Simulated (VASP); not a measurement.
# Na (Pm-3m) in VASP: further runs, part 2 of 2

VASP 6.6.1.

**5. Single point, PBEsol**

This run uses another cell than the first one.

The input, INCAR:

```
ALGO = Normal
EDIFF = 1E-6
ENCUT = 500
GGA = PS
GGA_COMPAT = False
ISIF = 2
ISMEAR = -1
LASPH = True
LCHARG = False
LREAL = False
LWAVE = False
NBANDS = 10
NELM = 120
PREC = Accurate
SIGMA = 0.05
```

The input, KPOINTS:

```
k-points
0
Gamma
  4 4 4
```

The input, POSCAR:

```
Na
1.0
    7.0928825425      0.0000000000      0.0000000000
    0.0000000000      7.0928825425      0.0000000000
    0.0000000000      0.0000000000      7.0928825425
Na
1
Direct
    0.0000000000      0.0000000000      0.0000000000
```

Potentials or basis: VASP PAW PBE potentials, release 64 (Na_pv).

On the command line:

```bash
$ cat potpaw_PBE.64/Na_pv/POTCAR > POTCAR
$ mpirun -np 1 vasp_std > vasp.out
```

OUTCAR:

```text
EDIFF = 1E-6
   ENCUT = 500
   GGA = PS
   ISIF = 2
   ISMEAR = -1
   LASPH = True
   LREAL = False
   NELM = 120
   PREC = Accurate

 ion  position               nearest neighbor table
   1  0.000  0.000  0.000-

  LATTYP: Found a simple cubic cell.
 ALAT       =     7.0928825425

  Lattice vectors:

 A1 = (   7.0928825425,   0.0000000000,   0.0000000000)
 A2 = (   0.0000000000,   7.0928825425,   0.0000000000)
 A3 = (   0.0000000000,   0.0000000000,   7.0928825425)

Analysis of symmetry for initial positions (statically):
=====================================================================
 Subroutine PRICEL returns:
 Original cell was already a primitive cell.

 Routine SETGRP: Setting up the symmetry group for a
 simple cubic supercell.

 Subroutine GETGRP returns: Found 48 space group operations
 (whereof 48 operations were pure point group operations)
 out of a pool of 48 trial point group operations.

The static configuration has the point symmetry O_h .

Analysis of symmetry for dynamics (positions and initial velocities):
=====================================================================
 Subroutine PRICEL returns:
 Original cell was already a primitive cell.

 Routine SETGRP: Setting up the symmetry group for a
 simple cubic supercell.

 Subroutine GETGRP returns: Found 48 space group operations
 (whereof 48 operations were pure point group operations)
 out of a pool of 48 trial point group operations.

The dynamic configuration has the point symmetry O_h .

 Subroutine INISYM returns: Found 48 space group operations
 (whereof 48 operations are pure point group operations),
 and found     1 'primitive' translations

----------------------------------------------------------------------------------------

                                     Primitive cell

[... 95 lines left out ...]
  Fermi-wavevector in a.u.,A,eV,Ry     =   0.441521  0.834354  2.652331  0.194941
  Thomas-Fermi vector in A             =   1.416869
   LORBIT       =      0    0 simple, 1 ext, 2 COOP (PROOUT), +10 PAW based schemes
   GGA     = PS    functional components
   LHFCALC =     F    Hartree Fock is set to
   AEXX    =    0.0000 exact exchange contribution
   IVDW    =     0    specifies the selected vdW correction
   LEPSILON=     F    determine dielectric tensor
   LRPA    =     F    only Hartree local field effects (RPA)
 non-spin polarized calculation
  energy-cutoff  :      500.00
  volume of cell :      356.84
 maximum number of plane-waves:      9104
 NGX is ok and might be reduce to    54
   NGX = 25   NGY = 25   NGZ = 25

 number of electron       7.0000008 magnetization

 Free energy of the ion-electron system (eV)
  ---------------------------------------------------
  ext. energy  EPLUGINS =         0.00000000
  ---------------------------------------------------
  free energy    TOTEN  =        -0.18021503 eV

  energy without entropy =       -0.14746433  energy(sigma->0) =       -0.16383968

 E-fermi :  -2.3220     XC(G=0):  -2.3512

 val. band max:       -2.3498839128   @ k =   0.2500   0.2500   0.2500
 cond. band min:      -2.3050775067   @ k =   0.5000   0.2500   0.0000
 fundamental gap:      0.0448064061
 Fermi energy:        -2.3219578405

 k-point     1 :       0.0000    0.0000    0.0000
  band No.  band energies     occupation
      1     -28.3997      2.00000
      2     -28.3997      2.00000
      3     -28.3997      2.00000
      4      -2.7007      1.99897
      5       0.3619      0.00000
      6       0.3619      0.00000
      7       0.3619      0.00000
      8       0.6761      0.00000
      9       1.0800      0.00000
     10       1.0800      0.00000
[... 105 lines left out ...]
 k-point    10 :       0.5000    0.5000    0.5000
  band No.  band energies     occupation
      1     -28.3997      2.00000
      2     -28.3997      2.00000
      3     -28.3997      2.00000
      4      -1.9026      0.00046
      5      -0.4183      0.00000
      6      -0.4183      0.00000
      7      -0.4183      0.00000
      8       0.7535      0.00000
      9       0.7535      0.00000
     10       0.7535      0.00000

------------------------ aborting loop because EDIFF is reached ----------------------------------------

  FORCE on cell =-STRESS in cart. coord.  units (eV):
  Direction    XX          YY          ZZ          XY          YZ          ZX
  --------------------------------------------------------------------------------------
  -------------------------------------------------------------------------------------
  Total       -0.2882595     -0.2882595     -0.2882595      0.0000000     -0.0000000      0.0000000
  in kB       -1.2942733     -1.2942733     -1.2942733      0.0000000     -0.0000000      0.0000000
  external PRESSURE =      -1.2942733 kB  Pullay stress =       0.0000000 kB

 VOLUME and BASIS-vectors are now :
 -----------------------------------------------------------------------------
  energy-cutoff  :      500.00
  volume of cell :      356.84
      direct lattice vectors                 reciprocal lattice vectors
     7.092882542  0.000000000  0.000000000     0.140986403  0.000000000  0.000000000
     0.000000000  7.092882542  0.000000000     0.000000000  0.140986403  0.000000000
     0.000000000  0.000000000  7.092882542     0.000000000  0.000000000  0.140986403

 POSITION                                       TOTAL-FORCE (eV/Angst)
 -----------------------------------------------------------------------------------
      0.00000      0.00000      0.00000         0.000000      0.000000      0.000000
 -----------------------------------------------------------------------------------
    total drift:                                0.000000     -0.000000     -0.000000

  FREE ENERGIE OF THE ION-ELECTRON SYSTEM (eV)
  ---------------------------------------------------
  free  energy   TOTEN  =        -0.1802150285 eV

  energy  without entropy=       -0.1474643262  energy(sigma->0) =       -0.16383968
```

stdout:

```text
POSCAR found type information on POSCAR Na
 POSCAR found :  1 types and       1 ions
 scaLAPACK will be used
 -----------------------------------------------------------------------------
|                                                                             |
|                                                                             |
|     You enforced a specific xc type in the INCAR file but a different       |
|     I HOPE YOU KNOW WHAT YOU ARE DOING!                                     |
|                                                                             |
 -----------------------------------------------------------------------------

 LDA part: xc-table for (Slater+PW92), standard interpolation
 POSCAR, INCAR and KPOINTS ok, starting setup
 FFT: planning ... GRIDC
 FFT: planning ... GRID_SOFT
 FFT: planning ... GRID
 WAVECAR not read
 entering main loop
```

Run time: 44 s. Hardware: 1 thread of Intel Xeon 8259CL, shared host; peak memory 0.37 GiB.

What came out:

- Free energy: -0.1802 eV
- Pressure: -0.1 GPa
- Band gap on the k mesh: zero (an odd number of electrons rules out a gap without spin polarisation)

Caveat: the nearest neighbours stand farther apart than a usual bond; the PAW data sets were made with another functional, which shifts forces and pressure a little.

**6. Single point, PBEsol**

This run uses another cell than the first one.

The input, INCAR:

```
PREC     = Accurate       # precision mode
ENCUT    = 500            # plane-wave cutoff, eV
EDIFF    = 1E-6           # SCF threshold, eV
ISMEAR   = -1             # smearing method
SIGMA    = 0.05           # smearing width, eV
LREAL    = False          # projectors in reciprocal space
LASPH    = True           # aspherical terms in the spheres
NELM     = 120            # most SCF steps
ALGO     = Normal         # electronic algorithm
ISIF     = 2              # what is computed and relaxed
LWAVE    = False          # write WAVECAR
LCHARG   = False          # write CHGCAR
GGA      = PS             # functional
NBANDS   = 10             # bands
GGA_COMPAT= False
```

The input, KPOINTS:

```
regular mesh
0
Gamma
  4 4 4
```

The input, POSCAR:

```
Na
1.0
    7.1610875202      0.0000000000      0.0000000000
    0.0000000000      7.1610875202      0.0000000000
    0.0000000000      0.0000000000      7.1610875202
Na
1
Direct
    0.0000000000      0.0000000000      0.0000000000
```

Potentials or basis: VASP PAW PBE potentials, release 64 (Na_pv).

On the command line:

```bash
$ cat potpaw_PBE.64/Na_pv/POTCAR > POTCAR
$ mpirun -np 1 vasp_std > vasp.out
```

Run time: 42 s. Hardware: 1 thread of Intel Xeon 8259CL, shared host; peak memory 0.38 GiB.

The run converged. Its results:

```
Free energy            : -0.1724 eV
Pressure               : -0.1 GPa
Band gap on the k mesh : zero (an odd number of electrons rules out a gap without spin polarisation)
```

Levels at points of the mesh, in eV from the Fermi level:
```csv
k point,band 1,band 2,band 3,band 4,band 5,band 6,band 7
"(0.00, 0.00, 0.00)",-26.07,-26.07,-26.07,-0.36,2.66,2.66,2.66
"(0.50, 0.00, 0.00)",-26.07,-26.07,-26.07,-0.09,1.26,2.90,2.90
"(0.50, 0.50, 0.00)",-26.07,-26.07,-26.07,0.16,1.60,1.60,2.63
"(0.50, 0.50, 0.50)",-26.07,-26.07,-26.07,0.39,1.90,1.90,1.90
```

Caveat: the nearest neighbours stand farther apart than a usual bond; the PAW data sets were made with another functional, which shifts forces and pressure a little.

**7. The runs side by side**

| cell | gap on the mesh (eV) | pressure (GPa) |
| --- | --- | --- |
| a = 6.880 Å, 1 atom | none | -0.2 |
| a = 6.952 Å, 1 atom | none | -0.2 |
| a = 7.023 Å, 1 atom | none | -0.1 |
| a = 7.093 Å, 1 atom | none | -0.1 |
| a = 7.161 Å, 1 atom | none | -0.1 |

Alike in all rows: task single point; level PBEsol; potentials or basis VASP PAW PBE potentials, release 64 (Na_pv); no spin polarisation; k mesh 4 × 4 × 4; cutoff (eV) 500; smearing fermi-dirac 0.05 eV.

Caveats: the nearest neighbours stand farther apart than a usual bond; the PAW data sets were made with another functional, which shifts forces and pressure a little.

Absolute energies hang on the potentials; compare differences alone.

The gap in the log of VASP goes by the Fermi energy; the results here count the filled bands.